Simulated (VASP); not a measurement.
# CaGe4N (P-43m) in VASP: a series of runs

Runs on CaGe4N. Level: PBE. Tasks: single point.

Everything below comes from runs of VASP 6.6.1. Logs are shortened: lines on timing, memory, paths and dates and some standing lists are left out, and cuts for length are marked.

## Step 1: The cell of the first run

It takes space group P-43m (No. 215, cubic). Conventional cell: a = 5.077 Å, b = 5.077 Å, c = 5.077 Å, α = 90.00°, β = 90.00°, γ = 90.00°. Ca (site symmetry -43m) has 4 Ge at 2.67 Å within 3.5 Å. Ge (site symmetry 3m) has 1 N at 1.72 Å within 2.3 Å. N (site symmetry -43m) has 4 Ge at 1.72 Å within 2.3 Å.

## Step 2: Single point, PBE

INCAR reads:

```
SYSTEM = CaGe4N
PREC = Accurate
ENCUT = 520
EDIFF = 1E-6
ISMEAR = 0
SIGMA = 0.1
LREAL = .FALSE.
LASPH = .TRUE.
NELM = 100
ALGO = Normal
ISIF = 2
LWAVE = .FALSE.
LCHARG = .TRUE.
GGA = PE
LELF = .TRUE.
LVHAR = .TRUE.
NBANDS = 44
```

KPOINTS reads:

```
regular mesh
0
G
  4 4 4
  0 0 0
```

POSCAR reads:

```
CaGe4N
1.0
    5.0766997300      0.0000000000      0.0000000000
    0.0000000000      5.0766997300      0.0000000000
    0.0000000000      0.0000000000      5.0766997300
Ca Ge N
1 4 1
Direct
    0.5000000000      0.5000000000      0.5000000000
    0.1959347600      0.1959347600      0.1959347600
    0.8040652400      0.8040652400      0.1959347600
    0.8040652400      0.1959347600      0.8040652400
    0.1959347600      0.8040652400      0.8040652400
    0.0000000000      0.0000000000      0.0000000000
```

Potentials or basis: VASP PAW PBE potentials, release 64 (Ca_sv, Ge_d, N).

Launch:

```bash
$ cat potpaw_PBE.64/Ca_sv/POTCAR potpaw_PBE.64/Ge_d/POTCAR potpaw_PBE.64/N/POTCAR > POTCAR
$ mpirun -np 1 vasp_std > vasp.out
```

OUTCAR:

```text
SYSTEM = CaGe4N
   PREC = Accurate
   ENCUT = 520
   EDIFF = 1E-6
   ISMEAR = 0
   LREAL = .FALSE.
   LASPH = .TRUE.
   NELM = 100
   ISIF = 2
   GGA = PE

 ion  position               nearest neighbor table
   1  0.500  0.500  0.500-   2 2.67   3 2.67   4 2.67   5 2.67
   2  0.196  0.196  0.196-   6 1.72   1 2.67   4 2.81   5 2.81   3 2.81
   3  0.804  0.804  0.196-   6 1.72   1 2.67   4 2.81   5 2.81   2 2.81
   4  0.804  0.196  0.804-   6 1.72   1 2.67   3 2.81   5 2.81   2 2.81
   5  0.196  0.804  0.804-   6 1.72   1 2.67   3 2.81   4 2.81   2 2.81
   6  0.000  0.000  0.000-   2 1.72   3 1.72   4 1.72   5 1.72

  LATTYP: Found a simple cubic cell.
 ALAT       =     5.0766997300

  Lattice vectors:

 A1 = (   5.0766997300,   0.0000000000,   0.0000000000)
 A2 = (   0.0000000000,   5.0766997300,   0.0000000000)
 A3 = (   0.0000000000,   0.0000000000,   5.0766997300)

Analysis of symmetry for initial positions (statically):
=====================================================================
 Subroutine PRICEL returns:
 Original cell was already a primitive cell.

 Routine SETGRP: Setting up the symmetry group for a
 simple cubic supercell.

 Subroutine GETGRP returns: Found 24 space group operations
 (whereof 24 operations were pure point group operations)
 out of a pool of 48 trial point group operations.

The static configuration has the point symmetry T_d .

Analysis of symmetry for dynamics (positions and initial velocities):
=====================================================================
 Subroutine PRICEL returns:
 Original cell was already a primitive cell.

 Routine SETGRP: Setting up the symmetry group for a
 simple cubic supercell.

 Subroutine GETGRP returns: Found 24 space group operations
 (whereof 24 operations were pure point group operations)
 out of a pool of 48 trial point group operations.

The dynamic configuration has the point symmetry T_d .

 Subroutine INISYM returns: Found 24 space group operations
 (whereof 24 operations are pure point group operations),
 and found     1 'primitive' translations

----------------------------------------------------------------------------------------

                                     Primitive cell

  volume of cell :     130.8412

[... 80 lines left out ...]
   NELM   =    100;   NELMIN=  2; NELMDL= -5     # of ELM steps
   EDIFF  = 0.1E-05   stopping-criterion for ELM
   LREAL  =      F    real-space projection
   EDIFFG = 0.1E-04   stopping-criterion for IOM
   NSW    =      0    number of steps for IOM
   IBRION =     -1    ionic relax: 0-MD 1-quasi-New 2-CG
   NFREE  =      0    steps in history (QN), initial steepest desc. (CG)
   ISIF   =      2    stress and relaxation
   ISYM   =      2    0-nonsym 1-usesym 2-fastsym
   POTIM  = 0.5000    time-step for ionic-motion
   TEBEG  =    0.0;   TEEND  =   0.0 temperature during run
   PSTRESS=    0.0 pullay stress
   NELECT =      71.0000    total number of electrons
   NUPDOWN=      -1.0000    fix difference up-down
   EMIN   =  10.00;   EMAX   =-10.00  energy-range for DOS
   EFERMI =   0.00;   METHOD = LEGACY
   ISMEAR =     0;   SIGMA  =   0.10  broadening in eV -4-tet -1-fermi 0-gaus
   EFERMI_NEDOS =   21; number of points for ismear=-14 and -15
   IALGO  =     38    algorithm
   IMIX   =      4    mixing-type and parameters
     AMIX     =   0.40;   BMIX     =  1.00
     AMIX_MAG =   1.60;   BMIX_MAG =  1.00
  volume/ion in A,a.u.               =      21.81       147.16
  Fermi-wavevector in a.u.,A,eV,Ry     =   1.335302  2.523355 24.259612  1.783031
  Thomas-Fermi vector in A             =   2.464017
   LORBIT       =      0    0 simple, 1 ext, 2 COOP (PROOUT), +10 PAW based schemes
   GGA     = PE    functional components
   LHFCALC =     F    Hartree Fock is set to
   AEXX    =    0.0000 exact exchange contribution
   IVDW    =     0    specifies the selected vdW correction
   LEPSILON=     F    determine dielectric tensor
   LRPA    =     F    only Hartree local field effects (RPA)
 non-spin polarized calculation
 Gauss-broadening in eV      SIGMA  =   0.10
  energy-cutoff  :      520.00
  volume of cell :      130.84
 maximum number of plane-waves:      3575
 NGX is ok and might be reduce to    40
   NGX = 19   NGY = 19   NGZ = 19

 number of electron      71.0000028 magnetization

 Free energy of the ion-electron system (eV)
  ---------------------------------------------------
  ext. energy  EPLUGINS =         0.00000000
  ---------------------------------------------------
  free energy    TOTEN  =       -23.17622332 eV

  energy without entropy =      -23.15613669  energy(sigma->0) =      -23.16618001

 E-fermi :   4.7534     XC(G=0):  -9.7414

 val. band max:        4.7527413059   @ k =   0.2500   0.2500   0.2500
 cond. band min:       4.9345147267   @ k =   0.5000   0.5000   0.0000
 fundamental gap:      0.1817734207
 Fermi energy:         4.7534297757

 k-point     1 :       0.0000    0.0000    0.0000
  band No.  band energies     occupation
      1     -36.4438      2.00000
      2     -21.2705      2.00000
      3     -20.7029      2.00000
      4     -20.7029      2.00000
      5     -20.7029      2.00000
      6     -20.5579      2.00000
[... 459 lines left out ...]
     43       8.4308      0.00000
     44       8.4315      0.00000

------------------------ aborting loop because EDIFF is reached ----------------------------------------

  FORCE on cell =-STRESS in cart. coord.  units (eV):
  Direction    XX          YY          ZZ          XY          YZ          ZX
  --------------------------------------------------------------------------------------
  -------------------------------------------------------------------------------------
  Total       14.5234004     14.5234004     14.5234004      0.0000000      0.0000000     -0.0000000
  in kB      177.8420520    177.8420520    177.8420520      0.0000000      0.0000000     -0.0000000
  external PRESSURE =     177.8420520 kB  Pullay stress =       0.0000000 kB

 VOLUME and BASIS-vectors are now :
 -----------------------------------------------------------------------------
  energy-cutoff  :      520.00
  volume of cell :      130.84
      direct lattice vectors                 reciprocal lattice vectors
     5.076699730  0.000000000  0.000000000     0.196978363  0.000000000  0.000000000
     0.000000000  5.076699730  0.000000000     0.000000000  0.196978363  0.000000000
     0.000000000  0.000000000  5.076699730     0.000000000  0.000000000  0.196978363

 POSITION                                       TOTAL-FORCE (eV/Angst)
 -----------------------------------------------------------------------------------
      2.53835      2.53835      2.53835         0.000000     -0.000000      0.000000
      0.99470      0.99470      0.99470         3.436752      3.436752      3.436752
      4.08200      4.08200      0.99470        -3.436752     -3.436752      3.436752
      4.08200      0.99470      4.08200        -3.436752      3.436752     -3.436752
      0.99470      4.08200      4.08200         3.436752     -3.436752     -3.436752
      0.00000      0.00000      0.00000         0.000000     -0.000000      0.000000
 -----------------------------------------------------------------------------------
    total drift:                                0.000001      0.000001      0.000000

  FREE ENERGIE OF THE ION-ELECTRON SYSTEM (eV)
  ---------------------------------------------------
  free  energy   TOTEN  =       -23.1762233238 eV

  energy  without entropy=      -23.1561366950  energy(sigma->0) =      -23.16618001
```

Run time: 75 s. Hardware: 1 thread of Intel Xeon Platinum 8488C (Sapphire Rapids), shared host; peak memory 0.26 GiB.

What came out:

```yaml
Free_energy: -23.1762 eV
Pressure: 17.8 GPa
Largest_force: 5.953 eV/Å
```

Forces on the atoms (eV/Å):
```
Ca   0.000  0.000  0.000
Ge   3.437  3.437  3.437
Ge  -3.437 -3.437  3.437
Ge  -3.437  3.437 -3.437
Ge   3.437 -3.437 -3.437
N    0.000  0.000  0.000
```

Caveat: forces of over 1 eV/Å act on the atoms, so gaps and moduli don't describe the material at rest.

## Step 3: Single point, PBE

This run uses another cell than the first one, of 25.00 Å³/atom, 1.147 times its volume.

INCAR reads:

```
PREC = Accurate ; ENCUT = 520
EDIFF = 1E-6 ; ISMEAR = 0
SIGMA = 0.1 ; LREAL = F
LASPH = T ; NELM = 60
ALGO = Normal ; ISIF = 2
LWAVE = F ; LCHARG = F
GGA = PE ; NBANDS = 44
```

KPOINTS reads:

```
Automatic mesh
0
Gamma
  4 4 4
```

POSCAR reads:

```
CaGe4N
1.0
    5.3134994720      0.0000000000      0.0000000000
    0.0000000000      5.3134994720      0.0000000000
    0.0000000000      0.0000000000      5.3134994720
Ca Ge N
1 4 1
Direct
    0.5000000000      0.5000000000      0.5000000000
    0.2086584528      0.2086584528      0.2086584528
    0.7913415472      0.7913415472      0.2086584528
    0.7913415472      0.2086584528      0.7913415472
    0.2086584528      0.7913415472      0.7913415472
    0.0000000000      0.0000000000      0.0000000000
```

Potentials or basis: VASP PAW PBE potentials, release 64 (Ca_sv, Ge_d, N).

Launch:

```bash
$ cat potpaw_PBE.64/Ca_sv/POTCAR potpaw_PBE.64/Ge_d/POTCAR potpaw_PBE.64/N/POTCAR > POTCAR
$ mpirun -np 1 vasp_std > vasp.out
```

Wall time 57 s (1 thread of Intel Xeon Platinum 8488C (Sapphire Rapids), shared host); peak memory 0.26 GiB.

Results (log left out):

- Free energy: -25.2654 eV
- Pressure: 0.2 GPa
- Largest force: 0.005 eV/Å

Forces in eV/Å, atoms in the order of the input:
```
Ca   0.000  0.000  0.000
Ge   0.003  0.003  0.003
Ge  -0.003 -0.003  0.003
Ge  -0.003  0.003 -0.003
Ge   0.003 -0.003 -0.003
N    0.000  0.000  0.000
```

Levels at points of the mesh, in eV from the Fermi level:
| k point | band 32 | band 33 | band 34 | band 35 | band 36 | band 37 | band 38 | band 39 |
| --- | --- | --- | --- | --- | --- | --- | --- | --- |
| (0.00, 0.00, 0.00) | -4.13 | -2.92 | -2.92 | 1.11 | 1.11 | 1.11 | 1.20 | 2.06 |
| (0.50, 0.00, 0.00) | -4.35 | -2.06 | -1.19 | -0.72 | -0.68 | 0.31 | 0.31 | 1.43 |
| (0.50, 0.50, 0.00) | -4.51 | -1.62 | -1.62 | -0.99 | -0.01 | 0.85 | 0.85 | 1.38 |
| (0.50, 0.50, 0.50) | -4.92 | -1.98 | -1.98 | -1.98 | -0.01 | 1.30 | 1.30 | 2.87 |

## Step 4: Single point, PBE

This run uses another cell than the first one, of 25.07 Å³/atom, 1.150 times its volume.

INCAR reads:

```
PREC = Accurate
ENCUT = 520
EDIFF = 1E-6
ISMEAR = 0
SIGMA = 0.1
LREAL = False
LASPH = True
NELM = 80
ALGO = Normal
ISIF = 2
LWAVE = False
LCHARG = False
GGA = PE
NBANDS = 44
```

KPOINTS reads:

```
regular mesh
0
Gamma
  8 8 8
```

POSCAR reads:

```
CaGe4N
1.0
    5.3183411535      0.0000000000      0.0000000000
    0.0000000000      5.3183411535      0.0000000000
    0.0000000000      0.0000000000      5.3183411535
Ca Ge N
1 4 1
Direct
    0.5000000000      0.5000000000      0.5000000000
    0.2087234995      0.2087234995      0.2087234995
    0.7912765005      0.7912765005      0.2087234995
    0.7912765005      0.2087234995      0.7912765005
    0.2087234995      0.7912765005      0.7912765005
    0.0000000000      0.0000000000      0.0000000000
```

Launch:

```bash
$ cat potpaw_PBE.64/Ca_sv/POTCAR potpaw_PBE.64/Ge_d/POTCAR potpaw_PBE.64/N/POTCAR > POTCAR
$ mpirun -np 1 vasp_std > vasp.out
```

Run time: 3.2 min. Hardware: 1 thread of Intel Xeon Platinum 8488C (Sapphire Rapids), shared host; peak memory 0.36 GiB.

The run converged. Its results:

- Free energy: -25.2749 eV
- Pressure: 0.0 GPa
- Largest force: 0.023 eV/Å

Forces on the atoms (eV/Å):
```
Ca   0.000  0.000  0.000
Ge  -0.014 -0.014 -0.014
Ge   0.014  0.014 -0.014
Ge   0.014 -0.014  0.014
Ge  -0.014  0.014  0.014
N    0.000  0.000  0.000
```

Levels at points of the mesh, in eV from the Fermi level:
| k point | band 32 | band 33 | band 34 | band 35 | band 36 | band 37 | band 38 | band 39 |
| --- | --- | --- | --- | --- | --- | --- | --- | --- |
| (0.00, 0.00, 0.00) | -4.13 | -2.92 | -2.92 | 1.10 | 1.10 | 1.10 | 1.18 | 2.04 |
| (0.50, 0.00, 0.00) | -4.35 | -2.06 | -1.19 | -0.73 | -0.69 | 0.30 | 0.30 | 1.42 |
| (0.50, 0.50, 0.00) | -4.51 | -1.63 | -1.63 | -0.99 | -0.02 | 0.84 | 0.84 | 1.37 |
| (0.50, 0.50, 0.50) | -4.92 | -1.98 | -1.98 | -1.98 | -0.02 | 1.29 | 1.29 | 2.85 |

## Step 5: Overview

| cell | k mesh | gap on the mesh (eV) | pressure (GPa) | largest force (eV/Å) |
| --- | --- | --- | --- | --- |
| a = 5.077 Å, 6 atoms | 4 × 4 × 4 | none | 17.8 | 5.95 |
| a = 5.313 Å, 6 atoms | 4 × 4 × 4 | none | 0.2 | 0.01 |
| a = 5.318 Å, 6 atoms | 8 × 8 × 8 | none | 0.0 | 0.02 |

Alike in all rows: task single point; level PBE; potentials or basis VASP PAW PBE potentials, release 64 (Ca_sv, Ge_d, N); no spin polarisation; cutoff (eV) 520; smearing gaussian 0.1 eV.

Caveats: forces of over 1 eV/Å act on the atoms, so gaps and moduli don't describe the material at rest (some runs).

Absolute energies hang on the potentials; compare differences alone.
